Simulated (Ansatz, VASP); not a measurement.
# Two plane-wave programs on MgZn3Se3S

Contents of INCAR:

```
PREC = Accurate
ENCUT = 600
EDIFF = 1E-7
ISMEAR = 0
SIGMA = 0.01
LREAL = False
LASPH = True
NELM = 60
ALGO = Normal
ISIF = 3
LWAVE = False
LCHARG = False
GGA = PE
IBRION = 2
NSW = 80
EDIFFG = -0.001
```

File KPOINTS:

```
Automatic mesh
0
Gamma
  12 12 2
```

POSCAR

```
MgZn3Se3S
1.0
    4.0492073083      0.0000000000      0.0000000000
   -2.0246036541      3.5067163942      0.0000000000
    0.0000000000      0.0000000000     13.2359229413
Mg Zn Se S
1 3 3 1
Direct
    0.6666666667      0.3333333333      0.2405216042
    0.6666666667      0.3333333333      0.7523976847
    0.3333333333      0.6666666667      0.0042736978
    0.3333333333      0.6666666667      0.5017056040
    0.3333333333      0.6666666667      0.6898170172
    0.6666666667      0.3333333333      0.9406790118
    0.6666666667      0.3333333333      0.4379842694
    0.3333333333      0.6666666667      0.1826211111
```

Input for Ansatz:

```yaml
crystal:
  lattice:
    - [4.0492073083, 0.0, 0.0]
    - [-2.0246036541, 3.5067163942, 0.0]
    - [0.0, 0.0, 13.2359229413]
  atoms:
    - { symbol: Mg, position: [0.6666666667, 0.3333333333, 0.2405216042] }
    - { symbol: Zn, position: [0.6666666667, 0.3333333333, 0.7523976847] }
    - { symbol: Zn, position: [0.3333333333, 0.6666666667, 0.0042736978] }
    - { symbol: Zn, position: [0.3333333333, 0.6666666667, 0.501705604] }
    - { symbol: Se, position: [0.3333333333, 0.6666666667, 0.6898170172] }
    - { symbol: Se, position: [0.6666666667, 0.3333333333, 0.9406790118] }
    - { symbol: Se, position: [0.6666666667, 0.3333333333, 0.4379842694] }
    - { symbol: S, position: [0.3333333333, 0.6666666667, 0.1826211111] }
basis:
  ecutwfc: 420
kpoints:
  mp_grid: { grid: [12, 12, 2] }
hamiltonian:
  xc: pbe
scf:
  occupations: { method: fixed }
output:
  forces: true
  stress: true
  eigenvalues: true
relax:
  adjacent_minimum: "off"
  f_tol: 0.001
  max_steps: 60
  cell: { stress_tol: 0.01 }
```

Alike in both runs: task relaxation of cell and atoms; functional PBE; k mesh 12 × 12 × 2; no spin polarisation.

```csv
,VASP,Ansatz
version,VASP 6.6.1,Ansatz 0.2.0
potentials or method,"VASP PAW PBE potentials, release 64 (Mg, Zn, Se, S), cutoff 600 eV","scalar-relativistic, plane waves, PAW"
occupations,"gaussian, width 0.01 eV",fixed
valence electrons in the cell,62,100
```

```tsv
	VASP	Ansatz	Ansatz less VASP
gap on the k mesh at the Fermi level, each at its own relaxed structure (eV)	1.49	1.50	+0.008
relaxed volume (Å³/atom)	23.53	23.49	-0.041
relaxed cell length with the largest relative difference (Å)	4.052	4.049	-0.0026
```

VASP's potentials hold 62 valence electrons a cell and Ansatz's 100, so a difference there can come from the potentials and not from the codes.
